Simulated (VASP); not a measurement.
A run of VASP 6.6.1 is set up as follows.

Contents of INCAR:

```
SYSTEM = Si3S2
ALGO = Normal
EDIFF = 1E-7
ENCUT = 520
GGA = PE
ISIF = 2
ISMEAR = 0
LASPH = .TRUE.
LCHARG = .TRUE.
LELF = .TRUE.
LREAL = .FALSE.
LVHAR = .TRUE.
LWAVE = .FALSE.
NBANDS = 20
NELM = 100
PREC = Accurate
SIGMA = 0.1
```

The input KPOINTS:

```
k-points
0
G
  6 6 6
  0 0 0
```

POSCAR

```
Si3S2
1.0
   -2.5225960500      2.5225960500      4.3429358000
    2.5225960500     -2.5225960500      4.3429358000
    2.5225960500      2.5225960500     -4.3429358000
Si S
3 2
Direct
    0.2461354300      0.2461354300      0.0000000000
    0.7538645700      0.7538645700      0.0000000000
    0.0000000000      0.0000000000      0.0000000000
    0.5000000000      0.0000000000      0.5000000000
    0.0000000000      0.5000000000      0.5000000000
```

Potentials or basis: VASP PAW PBE potentials, release 64 (Si, S).

Command:

```bash
$ cat potpaw_PBE.64/Si/POTCAR potpaw_PBE.64/S/POTCAR > POTCAR
$ mpirun -np 1 vasp_std > vasp.out
```

Predict the largest force.

3.566 eV/Å.

What does it give for the pressure?

-1.0 GPa.

What does it give for the band gap on the k mesh?

Zero (bands 12 and 13 overlap by 1.43 eV).

Stress tensor (GPa, compression positive):
```
-8.45  0.00  0.00
 0.00 -8.45  0.00
 0.00  0.00 13.92
```

Caveat: the stress differs along the axes, from -8 to 14 GPa; forces of over 1 eV/Å act on the atoms, so gaps and moduli don't describe the material at rest.
